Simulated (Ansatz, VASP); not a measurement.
**Cu: VASP beside Ansatz**

INCAR

```
SYSTEM = Cu
ALGO = Normal ; EDIFF = 1E-7
ENCUT = 520 ; GGA = PS
ISIF = 2 ; ISMEAR = 0
LASPH = .True. ; LCHARG = .False.
LREAL = .False. ; LWAVE = .False.
NBANDS = 12 ; NELM = 100
PREC = Accurate ; SIGMA = 0.15
```

The input KPOINTS:

```
k-points
0
Gamma
  24 24 24
  0 0 0
```

File POSCAR:

```
Cu
1.0
    0.0000000000      1.7328113155      1.7328113155
    1.7328113155      0.0000000000      1.7328113155
    1.7328113155      1.7328113155      0.0000000000
Cu
1
Direct
    0.0000000000      0.0000000000      0.0000000000
```

Input for Ansatz:

```yaml
crystal:
  lattice:
    - [0.0, 1.7328113155, 1.7328113155]
    - [1.7328113155, 0.0, 1.7328113155]
    - [1.7328113155, 1.7328113155, 0.0]
  atoms:
    - { symbol: Cu, position: [0.0, 0.0, 0.0] }
basis:
  ecutwfc: 520.0
kpoints:
  mp_grid: { grid: [24, 24, 24] }
hamiltonian:
  xc: pbesol
  pseudopotentials: { kind: paw, azcp: { folder: soft_1 } }
scf:
  occupations: { method: gaussian, width: 0.15 }
output:
  forces: true
  stress: true
  eigenvalues: true
```

Alike in both runs: task single point; functional PBEsol; k mesh 24 × 24 × 24; occupations gaussian, width 0.15 eV; no spin polarisation.

|  | VASP | Ansatz |
| --- | --- | --- |
| version | VASP 6.6.1 | Ansatz 0.2.0 |
| potentials or method | VASP PAW PBE potentials, release 64 (Cu), cutoff 520 eV | scalar-relativistic, plane waves, PAW |
| valence electrons in the cell | 11 | 19 |

```tsv
	VASP	Ansatz	Ansatz less VASP
gap on the k mesh at the Fermi level (eV)	none	none	-
pressure (GPa)	18.1	17.3	-0.79
```

VASP's potentials were made for PBE, not for PBEsol, and Ansatz warns of the same on its side. A gap of «none» marks a metal or a gap that the smearing closes. VASP's potentials hold 11 valence electrons a cell and Ansatz's 19, so a difference there can come from the potentials and not from the codes.
